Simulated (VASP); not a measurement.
# ZnCd2TeO2 (P4/mmm) in VASP: a series of runs, part 2 of 2

VASP 6.6.1. The steps go on from the part before.

**4. Single point, PBE**

INCAR reads:

```
PREC = Accurate
ENCUT = 520
EDIFF = 1E-7
ISMEAR = 0
SIGMA = 0.1
LREAL = False
LASPH = True
NELM = 100
ALGO = Normal
ISIF = 2
LWAVE = False
LCHARG = True
GGA = PE
LELF = True
LVHAR = True
NBANDS = 36
```

KPOINTS reads:

```
regular mesh
0
Gamma
  6 6 2
```

POSCAR reads:

```
ZnCd2TeO2
1.0
    3.2700528462      0.0000000000      0.0000000000
    0.0000000000      3.2700528462      0.0000000000
    0.0000000000      0.0000000000     11.0200293682
Zn Cd Te O
1 2 1 2
Direct
    0.0000000000      0.0000000000      0.5000000000
    0.5000000000      0.5000000000      0.7343690529
    0.5000000000      0.5000000000      0.2656309471
    0.5000000000      0.5000000000      0.0000000000
    0.0000000000      0.0000000000      0.6710350385
    0.0000000000      0.0000000000      0.3289649615
```

Potentials or basis: VASP PAW PBE potentials, release 64 (Zn, Cd, Te, O).

Started as:

```
> cat potpaw_PBE.64/Zn/POTCAR potpaw_PBE.64/Cd/POTCAR potpaw_PBE.64/Te/POTCAR potpaw_PBE.64/O/POTCAR > POTCAR
> mpirun -np 1 vasp_std > vasp.out
```

OUTCAR:

```text
PREC = Accurate
   ENCUT = 520
   EDIFF = 1E-7
   ISMEAR = 0
   LREAL = False
   LASPH = True
   NELM = 100
   ISIF = 2
   GGA = PE

 ion  position               nearest neighbor table
   1  0.000  0.000  0.500-   5 1.88   6 1.88
   2  0.500  0.500  0.734-   5 2.42   5 2.42   5 2.42   5 2.42   4 2.93
   3  0.500  0.500  0.266-   6 2.42   6 2.42   6 2.42   6 2.42   4 2.93
   4  0.500  0.500  0.000-   2 2.93   3 2.93
   5  0.000  0.000  0.671-   1 1.88   2 2.42   2 2.42   2 2.42   2 2.42
   6  0.000  0.000  0.329-   1 1.88   3 2.42   3 2.42   3 2.42   3 2.42

  LATTYP: Found a simple tetragonal cell.
 ALAT       =     3.2700528462
 C/A-ratio  =     3.3699851001

  Lattice vectors:

 A1 = (   3.2700528462,   0.0000000000,   0.0000000000)
 A2 = (   0.0000000000,   3.2700528462,   0.0000000000)
 A3 = (   0.0000000000,   0.0000000000,  11.0200293682)

Analysis of symmetry for initial positions (statically):
=====================================================================
 Subroutine PRICEL returns:
 Original cell was already a primitive cell.
[... 174 lines left out ...]

 val. band max:        3.6336140075   @ k =   0.3333   0.1667   0.0000
 cond. band min:       3.7062862511   @ k =   0.3333   0.1667   0.5000
 fundamental gap:      0.0726722436
 Fermi energy:         3.6668418408

 k-point     1 :       0.0000    0.0000    0.0000
  band No.  band energies     occupation
      1     -15.6036      2.00000
      2     -15.3936      2.00000
      3      -9.1489      2.00000
      4      -5.6801      2.00000
      5      -5.5624      2.00000
      6      -5.5589      2.00000
[... 769 lines left out ...]
     35       8.2669      0.00000
     36       9.4610      0.00000

------------------------ aborting loop because EDIFF is reached ----------------------------------------

  FORCE on cell =-STRESS in cart. coord.  units (eV):
  Direction    XX          YY          ZZ          XY          YZ          ZX
  --------------------------------------------------------------------------------------
  -------------------------------------------------------------------------------------
  Total        0.1280640      0.1280640      0.3815967      0.0000000      0.0000000     -0.0000000
  in kB        1.7411869      1.7411869      5.1882734      0.0000000      0.0000000     -0.0000000
  external PRESSURE =       2.8902158 kB  Pullay stress =       0.0000000 kB

 VOLUME and BASIS-vectors are now :
 -----------------------------------------------------------------------------
  energy-cutoff  :      520.00
  volume of cell :      117.84
      direct lattice vectors                 reciprocal lattice vectors
     3.270052846  0.000000000  0.000000000     0.305805455  0.000000000  0.000000000
     0.000000000  3.270052846  0.000000000     0.000000000  0.305805455  0.000000000
     0.000000000  0.000000000 11.020029368     0.000000000  0.000000000  0.090743860

 POSITION                                       TOTAL-FORCE (eV/Angst)
 -----------------------------------------------------------------------------------
      0.00000      0.00000      5.51001        -0.000000      0.000000      0.000000
      1.63503      1.63503      8.09277        -0.000000      0.000000      0.013722
      1.63503      1.63503      2.92726        -0.000000     -0.000000     -0.013722
      1.63503      1.63503      0.00000        -0.000000      0.000000      0.000000
      0.00000      0.00000      7.39483        -0.000000      0.000000      0.072350
      0.00000      0.00000      3.62520         0.000000      0.000000     -0.072350
 -----------------------------------------------------------------------------------
    total drift:                                0.000000     -0.000000      0.000000

  FREE ENERGIE OF THE ION-ELECTRON SYSTEM (eV)
  ---------------------------------------------------
  free  energy   TOTEN  =       -19.1863321798 eV

  energy  without entropy=      -19.1667355263  energy(sigma->0) =      -19.17653385
```

OSZICAR:

```text
N       E                     dE             d eps       ncg     rms          rms(c)
DAV:   1     0.469391528180E+03    0.46939E+03   -0.26278E+04  1440   0.159E+03
[... 12 lines left out ...]
DAV:  14    -0.191863347147E+02    0.62392E-04   -0.42565E-04  1840   0.710E-02    0.324E-02
DAV:  15    -0.191863336519E+02    0.10628E-05   -0.34044E-05  1556   0.309E-02    0.126E-02
DAV:  16    -0.191863329387E+02    0.71322E-06   -0.14139E-06  1596   0.702E-03    0.980E-03
DAV:  17    -0.191863322523E+02    0.68639E-06   -0.24706E-06  1684   0.668E-03    0.371E-03
DAV:  18    -0.191863323786E+02   -0.12632E-06   -0.11952E-06  1352   0.543E-03    0.354E-03
DAV:  19    -0.191863321816E+02    0.19706E-06   -0.68341E-07  1084   0.301E-03    0.903E-04
DAV:  20    -0.191863321798E+02    0.17480E-08   -0.17192E-08   816   0.109E-03
   1 F= -.19186332E+02 E0= -.19176534E+02  d E =-.195967E-01
```

Wall time 3 min (1 thread of AMD EPYC 7R43 (Zen 3), shared host); peak memory 0.22 GiB.

Results:

| Quantity | Value |
| --- | --- |
| Free energy | -19.1863 eV |
| Pressure | 0.3 GPa |
| Largest force | 0.072 eV/Å |
| Band gap on the k mesh | zero (bands 27 and 28 overlap by 1.20 eV) |

Forces on the atoms (eV/Å):
```
Zn   0.000  0.000  0.000
Cd   0.000  0.000  0.014
Cd   0.000  0.000 -0.014
Te   0.000  0.000  0.000
O    0.000  0.000  0.072
O    0.000  0.000 -0.072
```

Stress tensor (GPa, compression positive):
```
0.17 0.00 0.00
0.00 0.17 0.00
0.00 0.00 0.52
```

Caveat: spin-orbit coupling is left out, which moves the levels of the heavy elements.

**5. Overview**

| cell | k mesh | gap on the mesh (eV) | pressure (GPa) | largest force (eV/Å) |
| --- | --- | --- | --- | --- |
| a = 3.289, b = 3.289, c = 10.890 Å, 6 atoms, atomic positions A | 4 × 4 × 4 | none | 0.6 | 0.11 |
| a = 4.221, b = 4.221, c = 6.715 Å, 6 atoms, atomic positions B | 4 × 4 × 4 | none | 62.6 | 20.19 |
| a = 3.270, b = 3.270, c = 11.020 Å, 6 atoms, atomic positions C | 6 × 6 × 2 | none | 0.3 | 0.07 |

Alike in all rows: task single point; level PBE; potentials or basis VASP PAW PBE potentials, release 64 (Zn, Cd, Te, O); no spin polarisation; cutoff (eV) 520; smearing gaussian 0.1 eV.

Caveats: some runs use coarse meshes; spin-orbit coupling is left out, which moves the levels of the heavy elements; semilocal functionals underestimate gaps, and a narrow one can read as zero (at least some runs); forces of over 1 eV/Å act on the atoms, so gaps and moduli don't describe the material at rest (at least some runs).

Total energies depend on the potentials used, so only differences within one code and one set of settings carry meaning.

The gap in the log of VASP goes by the Fermi energy; the results here count the filled bands.